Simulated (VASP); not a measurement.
# AlN (F-43m) in VASP: notebook

Runs on AlN. Level: PBE. Tasks: G0W0 quasiparticle levels.

Program: VASP 6.6.1. These are calculated values, not measurements. Logs are shortened: lines on timing, memory, paths and dates and some standing lists are left out, and cuts for length are marked.

**1. The cell of the first run**

The structure is cubic, space group F-43m (No. 216). The conventional cell has a = 4.370 Å, b = 4.370 Å, c = 4.370 Å, α = 90.00°, β = 90.00°, γ = 90.00°. Within 2.5 Å of Al (site symmetry -43m) lie 4 N at 1.89 Å. Within 2.5 Å of N (site symmetry -43m) lie 4 Al at 1.89 Å.

**2. G0W0 quasiparticle levels, PBE**

The input, POSCAR:

```
AlN
1.0
    0.0000000000      2.1848764830      2.1848764830
    2.1848764830      0.0000000000      2.1848764830
    2.1848764830      2.1848764830      0.0000000000
Al N
1 1
Direct
    0.0000000000      0.0000000000      0.0000000000
    0.7500000000      0.7500000000      0.7500000000
```

The input, INCAR.step1:

```
ALGO = Normal ; EDIFF = 1E-8
ENCUT = 500 ; GGA = PE
ISMEAR = 0 ; LASPH = True
LCHARG = False ; LREAL = False
LWAVE = True ; NELM = 100
PREC = Accurate ; SIGMA = 0.01
```

The input, INCAR.step2:

```
ALGO = Exact ; EDIFF = 1E-8
ENCUT = 500 ; GGA = PE
ISMEAR = 0 ; ISTART = 1
LASPH = True ; LCHARG = False
LOPTICS = True ; LREAL = False
LWAVE = True ; NBANDS = 37
NELM = 1 ; PREC = Accurate
SIGMA = 0.01
```

The input, INCAR.step3:

```
ALGO = EVGW0 ; EDIFF = 1E-8
ENCUT = 500 ; ENCUTGW = 80.0
GGA = PE ; ISMEAR = 0
ISTART = 1 ; LASPH = True
LCHARG = False ; LREAL = False
LWAVE = False ; NBANDS = 37
NBANDSGW = 12 ; NELMGW = 1
NOMEGA = 48 ; PREC = Accurate
PRECFOCK = Fast ; SIGMA = 0.01
```

The input, KPOINTS:

```
k-points
0
Gamma
  8 8 8
```

Potentials or basis: VASP PAW PBE potentials, release 64 (Al_GW, N_GW).

Command:

```bash
> cat potpaw_PBE.64/Al_GW/POTCAR potpaw_PBE.64/N_GW/POTCAR > POTCAR
> cp INCAR.step1 INCAR
> mpirun -np 1 vasp_std > vasp.out
> cp INCAR.step2 INCAR
> mpirun -np 1 vasp_std > vasp.out
> cp INCAR.step3 INCAR
> mpirun -np 1 vasp_std > vasp.out
```

OUTCAR:

```text
EDIFF = 1E-8
   ENCUT = 500
   ENCUTGW = 80.0
   GGA = PE
   ISMEAR = 0
   ISTART = 1
   LASPH = True
   LREAL = False
   NELMGW = 1
   PREC = Accurate
   PRECFOCK = Fast

 ion  position               nearest neighbor table
   1  0.000  0.000  0.000-   2 1.89   2 1.89   2 1.89   2 1.89
   2  0.750  0.750  0.750-   1 1.89   1 1.89   1 1.89   1 1.89

  LATTYP: Found a face centered cubic cell.
 ALAT       =     4.3697529660

  Lattice vectors:

 A1 = (   0.0000000000,   2.1848764830,   2.1848764830)
 A2 = (   2.1848764830,   0.0000000000,   2.1848764830)
 A3 = (   2.1848764830,   2.1848764830,   0.0000000000)

Analysis of symmetry for initial positions (statically):
=====================================================================
 Subroutine PRICEL returns:
 Original cell was already a primitive cell.

 Routine SETGRP: Setting up the symmetry group for a
 face centered cubic supercell.

 Subroutine GETGRP returns: Found 24 space group operations
 (whereof 24 operations were pure point group operations)
 out of a pool of 48 trial point group operations.

The static configuration has the point symmetry T_d .

Analysis of symmetry for dynamics (positions and initial velocities):
=====================================================================
 Subroutine PRICEL returns:
 Original cell was already a primitive cell.

 Routine SETGRP: Setting up the symmetry group for a
 face centered cubic supercell.

 Subroutine GETGRP returns: Found 24 space group operations
 (whereof 24 operations were pure point group operations)
 out of a pool of 48 trial point group operations.

The dynamic configuration has the point symmetry T_d .

 Subroutine INISYM returns: Found 24 space group operations
 (whereof 24 operations are pure point group operations),
 and found     1 'primitive' translations

----------------------------------------------------------------------------------------

                                     Primitive cell

[... 89 lines left out ...]
   NELM   =     60;   NELMIN=  2; NELMDL=  0     # of ELM steps
   EDIFF  = 0.1E-07   stopping-criterion for ELM
   LREAL  =      F    real-space projection
   EDIFFG = 0.1E-06   stopping-criterion for IOM
   NSW    =      0    number of steps for IOM
   IBRION =     -1    ionic relax: 0-MD 1-quasi-New 2-CG
   NFREE  =      0    steps in history (QN), initial steepest desc. (CG)
   ISIF   =      0    stress and relaxation
   ISYM   =      3    0-nonsym 1-usesym 2-fastsym
   POTIM  = 0.5000    time-step for ionic-motion
   TEBEG  =    0.0;   TEEND  =   0.0 temperature during run
   PSTRESS=    0.0 pullay stress
   NELECT =       8.0000    total number of electrons
   NUPDOWN=      -1.0000    fix difference up-down
   EMIN   =  10.00;   EMAX   =-10.00  energy-range for DOS
   EFERMI =   0.00;   METHOD = LEGACY
   ISMEAR =     0;   SIGMA  =   0.01  broadening in eV -4-tet -1-fermi 0-gaus
   EFERMI_NEDOS =   21; number of points for ismear=-14 and -15
   IALGO  =     38    algorithm
   IMIX   =      4    mixing-type and parameters
     AMIX     =   0.40;   BMIX     =  1.00
     AMIX_MAG =   1.60;   BMIX_MAG =  1.00
  volume/ion in A,a.u.               =      10.43        70.38
  Fermi-wavevector in a.u.,A,eV,Ry     =   1.189418  2.247675 19.248377  1.414716
  Thomas-Fermi vector in A             =   2.325526
   LORBIT       =      0    0 simple, 1 ext, 2 COOP (PROOUT), +10 PAW based schemes
   GGA     = PE    functional components
   LHFCALC =     T    Hartree Fock is set to
   PRECFOCK=fast      Normal, Fast or Accurate (Low or Medium for compatibility)
   ENCUT4O =  -1.0   cutoff for four orbital integrals eV
   NKREDX  =     1    reduce k-point grid by
   NKREDY  =     1    reduce k-point grid by
   NKREDZ  =     1    reduce k-point grid by
   AEXX    =    1.0000 exact exchange contribution
   HFSCREEN=    0.0000 screening length (either q_TF or 0.3 A-1)
   HFSCREENC=   0.0000 screening length for correlation (either q_TF or 0.3 A-1)
   ENCUTFOCK=  -1.0 apply spherical cutoff to Coloumb kernel
   IVDW    =     0    specifies the selected vdW correction
   LEPSILON=     F    determine dielectric tensor
   LRPA    =     F    only Hartree local field effects (RPA)
   LRPAFORCE           =     F    calculate RPA forces
   ENCUTGW             =  80.0    cutoff for response function in eV
   ENCUTGWSOFT         =  64.0    soft cutoff for Coulomb kernel in GW response function in eV
   ENCUTLF             =  -1.0    cutoff for local field effects
   NELMGW              =     1    number of iterations in solving QP/BSE equation
   NELMHF              =     1    number of iterations in the inner HF iteration
   NKREDLFX            =     1    NKREDLFY  =   1   NKREDLFZ  =   1
 non-spin polarized calculation
 Gauss-broadening in eV      SIGMA  =   0.01
  energy-cutoff  :      500.00
  volume of cell :       20.86
 maximum number of plane-waves:       544
 NGX is ok and might be reduce to    24
  NGX = 14; NGY = 14; NGZ = 14
   NGX = 11   NGY = 11   NGZ = 11
 maximum number of plane-waves:        40
 NGX is ok and might be reduce to    12

 QP shifts <psi_nk| G(iteration)W_0 |psi_nk>: iteration 1
 for sc-GW calculations column KS-energies equals QP-energies in previous step
 and V_xc(KS)=  KS-energies - (<T + V_ion + V_H > + <T+V_H+V_ion>^1  + <V_x>^1)

 k-point   1 :       0.0000    0.0000    0.0000
  band No.  KS-energies  QP-energies   sigma(KS)   V_xc(KS)     V^pw_x(r,r')   Z            occupation Imag(sigma)

      1     -10.0422     -11.2966     -16.5242     -14.7922     -24.7677       0.7242       2.0000       1.2803
      2       4.9365       4.4642     -17.3592     -16.7547     -20.7374       0.7813       2.0000       0.0770
      3       4.9365       4.4642     -17.3592     -16.7547     -20.7374       0.7813       2.0000       0.0770
      4       4.9365       4.4642     -17.3592     -16.7547     -20.7374       0.7813       2.0000       0.0770
      5       9.1178       9.9886     -11.4311     -12.5003      -7.9224       0.8144       0.0000      -0.0696
      6      17.4754      18.6640      -8.7940     -10.2745      -4.0529       0.8028       0.0000      -0.1331
      7      17.4754      18.6640      -8.7940     -10.2745      -4.0529       0.8028       0.0000      -0.1331
      8      17.4754      18.6640      -8.7940     -10.2745      -4.0529       0.8028       0.0000      -0.1331
      9      22.6073      23.8924      -8.8347     -10.4494      -3.6955       0.7959       0.0000      -0.2957
     10      22.6073      23.8924      -8.8347     -10.4494      -3.6955       0.7959       0.0000      -0.2957
     11      24.0034      24.7240      -8.7344      -9.6480      -2.5912       0.7888       0.0000      -0.8110
     12      24.0034      24.7240      -8.7344      -9.6480      -2.5912       0.7888       0.0000      -0.8110
[... 356 lines left out ...]
      1      -7.6787      -8.7680     -18.0581     -16.5441     -26.0064       0.7195       2.0000       0.9145
      2      -0.2041      -1.2578     -14.3198     -12.8845     -18.4933       0.7342       2.0000       0.1957
      3       2.7129       1.9030     -15.9481     -14.8911     -19.5979       0.7661       2.0000       0.1061
      4       3.8189       3.1466     -16.5409     -15.6727     -20.0201       0.7744       2.0000       0.0879
      5      12.0338      12.9952      -9.9132     -11.1137      -5.7821       0.8009       0.0000      -0.0987
      6      14.1771      15.3183     -10.2263     -11.6451      -5.8867       0.8044       0.0000      -0.1023
      7      17.0947      18.5515     -11.0589     -12.9302      -6.1473       0.7785       0.0000      -0.1763
      8      17.6049      18.8348      -9.6705     -11.2293      -4.6659       0.7890       0.0000      -0.2005
      9      22.0811      23.1769      -8.9648     -10.3783      -3.1781       0.7752       0.0000      -0.3872
     10      23.6831      24.7848      -9.0499     -10.4593      -3.1868       0.7817       0.0000      -0.5033
     11      26.9439      27.9954      -8.7111     -10.0425      -2.6323       0.7898       0.0000      -0.7863
     12      29.5168      31.2645      -9.9538     -12.1396      -3.9663       0.7996       0.0000      -0.8693

 [... further k-points ...]
```

OUTCAR.step1:

```text
EDIFF = 1E-8
   ENCUT = 500
   GGA = PE
   ISMEAR = 0
   LASPH = True
[... 485 lines left out ...]
 -----------------------------------------------------------------------------------
      0.00000      0.00000      0.00000        -0.000000      0.000000     -0.000000
      3.27731      3.27731      3.27731         0.000000     -0.000000      0.000000
 -----------------------------------------------------------------------------------
    total drift:                                0.000000      0.000000      0.000000

  FREE ENERGIE OF THE ION-ELECTRON SYSTEM (eV)
  ---------------------------------------------------
  free  energy   TOTEN  =       -14.8723529414 eV

  energy  without entropy=      -14.8723529414  energy(sigma->0) =      -14.87235294
```

Wall time 8.2 min (1 thread of Intel Xeon 8259CL, shared host); peak memory 0.46 GiB.

What came out:

```yaml
Quasiparticle_gap: 4.36 eV
Least_direct_quasiparticle_gap: 5.52 eV
Band_gap_of_the_starting_levels_on_the_mesh: 3.32 eV
Least_direct_gap_of_the_starting_levels_on_the_mesh: 4.18 eV
```

Caveat: bands, screening cutoff and mesh are small and nothing is extrapolated, so the quasiparticle values aren't converged.

(Part 1 of 2 ends here.)
